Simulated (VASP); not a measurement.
# NaV16 (a cell with a defect) in VASP: single point with PBE

Aim: the single point of NaV16 (a cell with a defect) with PBE.

Program: VASP 6.6.1. These are calculated values, not measurements. Logs are shortened: lines on timing, memory, paths and dates and some standing lists are left out, and cuts for length are marked.

## Step 1: The cell of the first run

The cell holds a defect, 17 atoms: a = 6.040 Å, b = 6.040 Å, c = 6.040 Å, α = 90.00°, β = 90.00°, γ = 90.00°.

## Step 2: Single point, PBE

The input, INCAR:

```
PREC = Accurate
ENCUT = 520
EDIFF = 1E-7
ISMEAR = -1
SIGMA = 0.05
LREAL = Auto
LASPH = T
NELM = 100
ALGO = Normal
ISIF = 2
LWAVE = F
LCHARG = T
GGA = PE
LELF = T
LVHAR = T
NBANDS = 122
```

The input, KPOINTS:

```
Automatic mesh
0
Gamma
  2 2 2
```

The input, POSCAR:

```
NaV16
1.0
    6.0400000000      0.0000000000      0.0000000000
    0.0000000000      6.0400000000      0.0000000000
    0.0000000000      0.0000000000      6.0400000000
V Na
16 1
Direct
   -0.0156477389      0.0297555737     -0.0225948737
    0.5046336182      0.0046847480      0.0020342106
    0.0094243341      0.5093953993      0.0023037313
    0.0093595092      0.0048831539      0.4975527695
    0.2521409247      0.2496311342      0.2449281327
    0.5114596464      0.5029455285     -0.0081744993
    0.5115226930      0.0148356522      0.5043552868
    0.7543465650      0.2596126037      0.2518167832
   -0.0008683505      0.5025143165      0.5043356536
    0.1820692047      0.8318479463      0.1747640467
    0.2591983581      0.2594800840      0.7473791389
    0.5816357343      0.4325085424      0.5736488245
    0.7645229379      0.7619115776      0.2450334945
    0.7790581610      0.2351127162      0.7718834286
    0.2518760130      0.7620639094      0.7573191669
    0.7545730533      0.7549351326      0.7472082257
    0.3815699365      0.6323447816      0.3746945793
```

Potentials or basis: VASP PAW PBE potentials, release 64 (V_sv, Na_pv).

Launch:

```bash
> cat potpaw_PBE.64/V_sv/POTCAR potpaw_PBE.64/Na_pv/POTCAR > POTCAR
> mpirun -np 1 vasp_std > vasp.out
```

OUTCAR:

```text
PREC = Accurate
   ENCUT = 520
   EDIFF = 1E-7
   ISMEAR = -1
   LREAL = Auto
   LASPH = T
   NELM = 100
   ISIF = 2
   GGA = PE

 ion  position               nearest neighbor table
   1  0.984  0.030  0.977-  10 2.07  14 2.15   8 2.57  11 2.57  16 2.57   5 2.64  15 2.64  13 2.64
                             3 2.90   2 2.91   4 2.91
   2  0.505  0.005  0.002-  10 2.44  14 2.57  15 2.58   5 2.58  13 2.60   8 2.63  16 2.63  11 2.63
                             1 2.91
   3  0.009  0.509  0.002-  10 2.44  14 2.57  15 2.58  13 2.58   5 2.60   8 2.63  11 2.63  16 2.63
                             1 2.90
   4  0.009  0.005  0.498-  10 2.45  14 2.57   5 2.58  13 2.58  15 2.60  11 2.63  16 2.63   8 2.63
                             1 2.91
   5  0.252  0.250  0.245-  17 2.56   4 2.58   2 2.58  10 2.59   3 2.60   7 2.63   1 2.64   9 2.67
                             6 2.67
   6  0.511  0.503  0.992-  17 2.56  16 2.58  11 2.58  12 2.60   8 2.60  15 2.63  14 2.64  13 2.67
                             5 2.67
   7  0.512  0.015  0.504-  17 2.56  11 2.58   8 2.58  12 2.59  16 2.60   5 2.63  14 2.64  13 2.67
                            15 2.67
   8  0.754  0.260  0.252-  12 2.44   1 2.57   7 2.58   9 2.58   6 2.60   3 2.63   2 2.63   4 2.63
                            14 2.91
   9  0.999  0.503  0.504-  17 2.56  16 2.58   8 2.58  12 2.59  11 2.60  13 2.63  14 2.64  15 2.67
                             5 2.67
  10  0.182  0.832  0.175-   1 2.07  17 2.09   3 2.44   2 2.44   4 2.45  15 2.59  13 2.59   5 2.59
[... 5 lines left out ...]
  13  0.765  0.762  0.245-  17 2.56   3 2.58   4 2.58  10 2.59   2 2.60   9 2.63   1 2.64   6 2.67
                             7 2.67
  14  0.779  0.235  0.772-  12 2.07   1 2.15   4 2.57   2 2.57   3 2.57   9 2.64   7 2.64   6 2.64
                             8 2.91  11 2.91  16 2.91
  15  0.252  0.762  0.757-  17 2.56   2 2.58   3 2.58  10 2.59   4 2.60   6 2.63   1 2.64   9 2.67
                             7 2.67
  16  0.755  0.755  0.747-  12 2.45   1 2.57   6 2.58   9 2.58   7 2.60   4 2.63   2 2.63   3 2.63
                            14 2.91
  17  0.382  0.632  0.375-  12 2.09  10 2.09   9 2.56   7 2.56  15 2.56   5 2.56   6 2.56  13 2.56

  LATTYP: Found a simple cubic cell.
 ALAT       =     6.0400000000

  Lattice vectors:

 A1 = (   6.0400000000,   0.0000000000,   0.0000000000)
 A2 = (   0.0000000000,   6.0400000000,   0.0000000000)
 A3 = (   0.0000000000,   0.0000000000,   6.0400000000)

Analysis of symmetry for initial positions (statically):
=====================================================================
 Subroutine PRICEL returns:
 Original cell was already a primitive cell.

 Routine SETGRP: Setting up the symmetry group for a
 simple cubic supercell.

 Subroutine GETGRP returns: Found  1 space group operations
 (whereof  1 operations were pure point group operations)
 out of a pool of 48 trial point group operations.

The static configuration has the point symmetry C_1 .

Analysis of symmetry for dynamics (positions and initial velocities):
=====================================================================
 Subroutine PRICEL returns:
 Original cell was already a primitive cell.

 Routine SETGRP: Setting up the symmetry group for a
 simple cubic supercell.

 Subroutine GETGRP returns: Found  1 space group operations
 (whereof  1 operations were pure point group operations)
 out of a pool of 48 trial point group operations.

The dynamic configuration has the point symmetry C_1 .

 Subroutine INISYM returns: Found  1 space group operations
 (whereof  1 operations are pure point group operations),
 and found     1 'primitive' translations

----------------------------------------------------------------------------------------

                                     Primitive cell

  volume of cell :     220.3489

  direct lattice vectors                    reciprocal lattice vectors
     6.040000000  0.000000000  0.000000000     0.165562914  0.000000000  0.000000000
     0.000000000  6.040000000  0.000000000     0.000000000  0.165562914  0.000000000
     0.000000000  0.000000000  6.040000000     0.000000000  0.000000000  0.165562914

  length of vectors
     6.040000000  6.040000000  6.040000000     0.165562914  0.165562914  0.165562914

  position of ions in fractional coordinates (direct lattice)
     0.984352261  0.029755574  0.977405126
     0.504633618  0.004684748  0.002034211
     0.009424334  0.509395399  0.002303731
     0.009359509  0.004883154  0.497552769
     0.252140925  0.249631134  0.244928133
     0.511459646  0.502945528  0.991825501
[... 9 lines left out ...]
     0.754573053  0.754935133  0.747208226
     0.381569937  0.632344782  0.374694579

  ion indices of the primitive-cell ions
   primitive index   ion index
                 1           1
                 2           2
                 3           3
                 4           4
                 5           5
                 6           6
[... 9 lines left out ...]
                16          16
                17          17

----------------------------------------------------------------------------------------

 KPOINTS: Automatic mesh

Automatic generation of k-mesh.
 Grid dimensions read from file:
 generate k-points for:    2    2    2

 Generating k-lattice:

  Cartesian coordinates                     Fractional coordinates (reciprocal lattice)
     0.082781457  0.000000000  0.000000000     0.500000000  0.000000000  0.000000000
     0.000000000  0.082781457  0.000000000     0.000000000  0.500000000  0.000000000
     0.000000000  0.000000000  0.082781457     0.000000000  0.000000000  0.500000000

  Length of vectors
     0.082781457  0.082781457  0.082781457

  Shift w.r.t. Gamma in fractional coordinates (k-lattice)
     0.000000000  0.000000000  0.000000000

 Subroutine IBZKPT returns following result:
 ===========================================

 Found      8 irreducible k-points:

 Following reciprocal coordinates:
            Coordinates               Weight
  0.000000  0.000000  0.000000      1.000000
  0.500000  0.000000  0.000000      1.000000
  0.000000  0.500000  0.000000      1.000000
  0.000000  0.000000  0.500000      1.000000
  0.500000  0.500000  0.000000      1.000000
  0.000000  0.500000  0.500000      1.000000
  0.500000  0.000000  0.500000      1.000000
  0.500000  0.500000  0.500000      1.000000
   k-points           NKPTS =      8   k-points in BZ     NKDIM =      8   number of bands    NBANDS=    122
   number of dos      NEDOS =    301   number of ions     NIONS =     17
   total plane-waves  NPLWV = 110592
   dimension x,y,z NGX =    48 NGY =   48 NGZ =   48
   dimension x,y,z NGXF=    96 NGYF=   96 NGZF=   96
   ions per type =              16   1
   NGX,Y,Z   is equivalent  to a cutoff of  13.21, 13.21, 13.21 a.u.
   NGXF,Y,Z  is equivalent  to a cutoff of  26.42, 26.42, 26.42 a.u.
 SYSTEM =  unknown system
   PREC   = accura    normal or accurate (medium, high low for compatibility)
   ISTART =      0    job   : 0-new  1-cont  2-samecut
   ICHARG =      2    charge: 1-file 2-atom 10-const
   ISPIN  =      1    spin polarized calculation?
   LNONCOLLINEAR =      F non collinear calculations
   LSORBIT =      F    spin-orbit coupling
   LASPH  =      T    aspherical Exc in radial PAW
   ENCUT  =  520.0 eV  38.22 Ry    6.18 a.u.  11.23 11.23 11.23*2*pi/ulx,y,z
   NELM   =    100;   NELMIN=  2; NELMDL= -5     # of ELM steps
   EDIFF  = 0.1E-06   stopping-criterion for ELM
   LREAL  =      T    real-space projection
   EDIFFG = 0.1E-05   stopping-criterion for IOM
   NSW    =      0    number of steps for IOM
   IBRION =     -1    ionic relax: 0-MD 1-quasi-New 2-CG
   NFREE  =      0    steps in history (QN), initial steepest desc. (CG)
   ISIF   =      2    stress and relaxation
   ISYM   =      2    0-nonsym 1-usesym 2-fastsym
   POTIM  = 0.5000    time-step for ionic-motion
   TEBEG  =    0.0;   TEEND  =   0.0 temperature during run
   PSTRESS=    0.0 pullay stress
   NELECT =     215.0000    total number of electrons
   NUPDOWN=      -1.0000    fix difference up-down
   EMIN   =  10.00;   EMAX   =-10.00  energy-range for DOS
   EFERMI =   0.00;   METHOD = LEGACY
   ISMEAR =    -1;   SIGMA  =   0.05  broadening in eV -4-tet -1-fermi 0-gaus
   EFERMI_NEDOS =   21; number of points for ismear=-14 and -15
   IALGO  =     38    algorithm
   IMIX   =      4    mixing-type and parameters
     AMIX     =   0.40;   BMIX     =  1.00
     AMIX_MAG =   1.60;   BMIX_MAG =  1.00
  volume/ion in A,a.u.               =      12.96        87.47
  Fermi-wavevector in a.u.,A,eV,Ry     =   1.623743  3.068430 35.872337  2.636542
  Thomas-Fermi vector in A             =   2.717144
   LORBIT       =      0    0 simple, 1 ext, 2 COOP (PROOUT), +10 PAW based schemes
   GGA     = PE    functional components
   LHFCALC =     F    Hartree Fock is set to
   AEXX    =    0.0000 exact exchange contribution
   IVDW    =     0    specifies the selected vdW correction
   LEPSILON=     F    determine dielectric tensor
   LRPA    =     F    only Hartree local field effects (RPA)
 non-spin polarized calculation
  energy-cutoff  :      520.00
  volume of cell :      220.35
 maximum number of plane-waves:      6031
 NGX is ok and might be reduce to    48
   NGX = 23   NGY = 23   NGZ = 23

 number of electron     215.0000000 magnetization

 Free energy of the ion-electron system (eV)
  ---------------------------------------------------
  ext. energy  EPLUGINS =         0.00000000
  ---------------------------------------------------
  free energy    TOTEN  =      -137.71440478 eV

  energy without entropy =     -137.59153792  energy(sigma->0) =     -137.65297135

 E-fermi :   9.9859     XC(G=0): -12.9282

 val. band max:        9.9233953118   @ k =   0.0000   0.5000   0.0000
 cond. band min:       9.9880544488   @ k =   0.5000   0.5000   0.5000
 fundamental gap:      0.0646591370
 Fermi energy:         9.9859026699

 k-point     1 :       0.0000    0.0000    0.0000
  band No.  band energies     occupation
      1     -53.9247      2.00000
      2     -53.7764      2.00000
      3     -53.7266      2.00000
      4     -53.7264      2.00000
      5     -53.7262      2.00000
      6     -53.7209      2.00000
[... 965 lines left out ...]
    118      11.3276      0.00000
    119      11.4617      0.00000
 [bands above 119 left out]

------------------------ aborting loop because EDIFF is reached ----------------------------------------

  FORCE on cell =-STRESS in cart. coord.  units (eV):
  Direction    XX          YY          ZZ          XY          YZ          ZX
  --------------------------------------------------------------------------------------
  -------------------------------------------------------------------------------------
  Total       19.8484181     19.8365655     19.8198675     -2.2569714     -2.2274524      2.2519323
  in kB      144.3197163    144.2335350    144.1121222    -16.4106513    -16.1960159     16.3740117
  external PRESSURE =     144.2217912 kB  Pullay stress =       0.0000000 kB

 VOLUME and BASIS-vectors are now :
 -----------------------------------------------------------------------------
  energy-cutoff  :      520.00
  volume of cell :      220.35
      direct lattice vectors                 reciprocal lattice vectors
     6.040000000  0.000000000  0.000000000     0.165562914  0.000000000  0.000000000
     0.000000000  6.040000000  0.000000000     0.000000000  0.165562914  0.000000000
     0.000000000  0.000000000  6.040000000     0.000000000  0.000000000  0.165562914

 POSITION                                       TOTAL-FORCE (eV/Angst)
 -----------------------------------------------------------------------------------
      5.94549      0.17972      5.90353        -0.087202      0.086914     -0.097121
      3.04799      0.02830      0.01229         0.018839      0.040528     -0.036954
      0.05692      3.07675      0.01391        -0.042314     -0.016493     -0.048473
      0.05653      0.02949      3.00522        -0.038693      0.032811      0.015330
      1.52293      1.50777      1.47937        -0.002283     -0.012771     -0.000678
      3.08922      3.03779      5.99063         0.007827     -0.022963     -0.005126
[... 9 lines left out ...]
      4.55762      4.55981      4.51314         0.021617      0.019855      0.033774
      2.30468      3.81936      2.26316        -0.003235      0.006102      0.004232
 -----------------------------------------------------------------------------------
    total drift:                                0.007818      0.004654      0.003428

  FREE ENERGIE OF THE ION-ELECTRON SYSTEM (eV)
  ---------------------------------------------------
  free  energy   TOTEN  =      -137.7144047837 eV

  energy  without entropy=     -137.5915379192  energy(sigma->0) =     -137.65297135
```

Run time: 23 min. Hardware: 1 thread of Intel Xeon 8259CL, shared host; peak memory 0.41 GiB.

Results:

| Item | Value |
| --- | --- |
| Free energy | -137.7144 eV |
| Pressure | 14.4 GPa |
| Largest force | 0.160 eV/Å |
| Band gap on the k mesh | zero (an odd number of electrons rules out a gap without spin polarisation) |

Forces in eV/Å, atoms in the order of the input:
```
V   -0.087  0.087 -0.097
V    0.019  0.041 -0.037
V   -0.042 -0.016 -0.048
V   -0.039  0.033  0.015
V   -0.002 -0.013 -0.001
V    0.008 -0.023 -0.005
V    0.008  0.005  0.005
V    0.039 -0.032 -0.021
V    0.000 -0.010  0.012
V    0.063 -0.055  0.070
V   -0.017 -0.014  0.019
V   -0.064  0.058 -0.044
V    0.000  0.005 -0.006
V    0.090 -0.091  0.096
V    0.007 -0.001  0.003
V    0.022  0.020  0.034
Na  -0.003  0.006  0.004
```

Levels at points of the mesh, in eV from the Fermi level:
```tsv
k point	band 104	band 105	band 106	band 107	band 108	band 109	band 110	band 111
(0.00, 0.00, 0.00)	0.05	0.21	0.21	0.36	0.36	0.45	0.69	0.69
(0.50, 0.00, 0.00)	-0.29	-0.24	-0.12	-0.06	0.11	0.13	0.25	0.30
(0.00, 0.50, 0.00)	-0.29	-0.24	-0.13	-0.06	0.11	0.13	0.25	0.30
(0.00, 0.00, 0.50)	-0.29	-0.24	-0.13	-0.06	0.11	0.13	0.25	0.30
(0.50, 0.50, 0.00)	-0.52	-0.30	-0.29	-0.29	-0.27	0.09	0.14	0.23
(0.00, 0.50, 0.50)	-0.52	-0.30	-0.29	-0.29	-0.27	0.10	0.14	0.23
(0.50, 0.00, 0.50)	-0.52	-0.30	-0.29	-0.29	-0.27	0.10	0.14	0.23
(0.50, 0.50, 0.50)	-0.90	-0.85	-0.74	-0.74	-0.71	-0.71	-0.51	-0.15
```

Caveat: the k points lie up to 0.52 Å⁻¹ apart, too coarse for converged energies and pressures of a metal; atoms lie so close that the PAW spheres overlap strongly, which falsifies energies and pressures.

The gap in the log of VASP goes by the Fermi energy; the results here count the filled bands.